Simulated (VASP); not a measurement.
Input of a VASP 6.6.1 run:

Contents of INCAR:

```
SYSTEM = AsRhBr6
  ALGO = Normal
  EDIFF = 1E-7
  ENCUT = 520
  GGA = PS
  ISIF = 2
  ISMEAR = -1
  LASPH = .True.
  LCHARG = .False.
  LREAL = .False.
  LWAVE = .False.
  NBANDS = 41
  NELM = 60
  PREC = Accurate
  SIGMA = 0.03
```

KPOINTS

```
k-points
0
Gamma
  4 4 2
  0 0 0
```

Contents of POSCAR:

```
AsRhBr6
1.0
    4.9990463371      0.0000000000      0.0000000000
    0.0000000000      4.9990463371      0.0000000000
    0.0000000000      0.0000000000      6.8825105102
As Rh Br
1 1 6
Direct
    0.0000000000      0.0000000000      0.5000000000
    0.0000000000      0.0000000000      0.0000000000
    0.5000000000      0.5000000000      0.0000000000
    0.5000000000      0.5000000000      0.5000000000
    0.5000000000      0.0000000000      0.2380182017
    0.5000000000      0.0000000000      0.7619817983
    0.0000000000      0.5000000000      0.2380182017
    0.0000000000      0.5000000000      0.7619817983
```

Potentials or basis: VASP PAW PBE potentials, release 64 (As, Rh_pv, Br).

Launch:

```sh
$ cat potpaw_PBE.64/As/POTCAR potpaw_PBE.64/Rh_pv/POTCAR potpaw_PBE.64/Br/POTCAR > POTCAR
$ mpirun -np 1 vasp_std > vasp.out
```

(1) Estimate the pressure.

(2) Estimate the band gap on the k mesh.

(3) Estimate the largest force.

## Answers

(1) 0.0 GPa.

(2) zero (bands 31 and 32 overlap by 0.45 eV).

(3) 0.005 eV/Å.

Caveat: the k points lie up to 0.46 Å⁻¹ apart; the PAW data sets were made with another functional, which shifts forces and pressure a little.
